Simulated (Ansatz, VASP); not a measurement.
**InO: VASP beside Ansatz**

POSCAR

```
InO
1.0
    3.1773246972      0.0000000000      0.0000000000
   -1.5886623486      2.7516439038      0.0000000000
    0.0000000000      0.0000000000     15.2420160000
In O
2 2
Direct
    0.6666666667      0.3333333333      0.5900210000
    0.6666666667      0.3333333333      0.4099790000
    0.0000000000      0.0000000000      0.6398670000
    0.0000000000      0.0000000000      0.3601330000
```

The input INCAR.step1:

```
PREC = Accurate
ENCUT = 520
ISMEAR = 0
SIGMA = 0.05
LREAL = F
LASPH = T
NELM = 80
NBANDS = 27
GGA = PE
ALGO = Normal
EDIFF = 1E-4
LWAVE = T
LCHARG = F
```

The input INCAR.step2:

```
PREC = Accurate
ENCUT = 520
EDIFF = 1E-6
ISMEAR = 0
SIGMA = 0.05
LREAL = F
LASPH = T
NELM = 80
ALGO = Normal
ISIF = 2
LWAVE = F
LCHARG = F
METAGGA = R2SCAN
LMIXTAU = T
NBANDS = 27
ISTART = 1
```

KPOINTS

```
Automatic mesh
0
Gamma
  12 12 2
```

Input for Ansatz:

```yaml
crystal:
  lattice:
    - [3.1773246972, 0.0, 0.0]
    - [-1.5886623486, 2.7516439038, 0.0]
    - [0.0, 0.0, 15.242016]
  atoms:
    - { symbol: In, position: [0.6666666667, 0.3333333333, 0.590021] }
    - { symbol: In, position: [0.6666666667, 0.3333333333, 0.409979] }
    - { symbol: O, position: [0.0, 0.0, 0.639867] }
    - { symbol: O, position: [0.0, 0.0, 0.360133] }
basis:
  ecutwfc: 500
kpoints:
  mp_grid: { grid: [12, 12, 2] }
hamiltonian:
  xc: r2scan
scf:
  occupations: { method: gaussian, width: 0.05 }
output:
  forces: true
  stress: true
  eigenvalues: true
```

Change from the starting cell: strain -0.080 along x and y, -0.040 along z, atoms carried along.

Alike in both runs: task single point; functional r2SCAN; k mesh 12 × 12 × 2; occupations gaussian, width 0.05 eV; no spin polarisation.

```csv
,VASP,Ansatz
version,VASP 6.6.1,Ansatz 0.2.0
potentials or method,"VASP PAW PBE potentials, release 64 (In_d, O), cutoff 520 eV","scalar-relativistic, plane waves, PAW"
valence electrons in the cell,38,38
```

|  | VASP | Ansatz | Ansatz less VASP |
| --- | --- | --- | --- |
| gap on the k mesh at the Fermi level (eV) | 0.85 | 0.81 | -0.034 |
| least direct gap on the mesh (eV) | 2.33 | 2.32 | -0.013 |
| rms of the force components (eV/Å) | 1.176 | 1.133 | -0.0423 |

VASP's potentials were made for PBE, not for r2SCAN. Atom by atom the forces differ by 0.042 eV/Å (rms over components).
